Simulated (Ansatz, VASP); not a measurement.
**Two plane-wave programs on BeB3**

```xyz
4
Lattice="-1.6943 1.6943 3.3602 1.6943 -1.6943 3.3602 1.6943 1.6943 -3.3602" Properties=species:S:1:pos:R:3 pbc="T T T"
Be    0.0000    0.0000    0.0000
B     0.0000    1.6943    1.6801
B     1.6943    0.0000    1.6801
B     0.0000    0.0000    3.3602
```

Alike in both runs: task single point; functional PBEsol; k mesh 18 × 18 × 18; occupations gaussian, width 0.1 eV; no spin polarisation.

```csv
,VASP,Ansatz
version,VASP 6.6.1,Ansatz 0.2.0
potentials or method,"VASP PAW PBE potentials, release 64 (Be, B), cutoff 520 eV","scalar-relativistic, plane waves, PAW"
valence electrons in the cell,11,11
```

Ansatz gave:

```
gap on the k mesh at the Fermi level (eV)                     : none
pressure (GPa)                                                : -42.5
traceless stress, the component that is largest in VASP (GPa) : 4.84
```

Problem. Estimate VASP's values.

Solution. gap on the k mesh at the Fermi level (eV): none; pressure (GPa): -42.4; traceless stress, the component that is largest in VASP (GPa): 4.84.

VASP's potentials were made for PBE, not for PBEsol. A gap of «none» marks a metal or a gap that the smearing closes. Both programs put the cell under strong tension, so it lies far from rest at this level.

Noted on VASP's run: the cell as given lies far from equilibrium.
